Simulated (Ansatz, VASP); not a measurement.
# Pt: VASP beside Ansatz

```
CELL_PARAMETERS angstrom
-0.20669 1.86020 1.86020
1.86020 -0.20669 1.86020
1.86020 1.86020 -0.20669
ATOMIC_POSITIONS crystal
Pt 0.00000 0.00000 0.00000
```

Alike in both runs: task single point; functional PBEsol; k mesh 24 × 24 × 24; occupations gaussian, width 0.15 eV; no spin polarisation.

|  | VASP | Ansatz |
| --- | --- | --- |
| version | VASP 6.6.1 | Ansatz 0.2.0 |
| potentials or method | VASP PAW PBE potentials, release 64 (Pt), cutoff 520 eV | scalar-relativistic, plane waves, PAW |
| valence electrons in the cell | 10 | 18 |

VASP gave:

* gap on the k mesh at the Fermi level (eV): none
* pressure (GPa): 7.5
* traceless stress, the component that is largest in VASP (GPa): 9.37

Problem. What did Ansatz give for the same quantities?

Solution. gap on the k mesh at the Fermi level (eV): none; pressure (GPa): 8.0; traceless stress, the component that is largest in VASP (GPa): 9.41.

VASP's potentials were made for PBE, not for PBEsol. A gap of «none» marks a metal or a gap that the smearing closes. VASP's potentials hold 10 valence electrons a cell and Ansatz's 18, so a difference there can come from the potentials and not from the codes.

Spin-orbit coupling is off throughout.
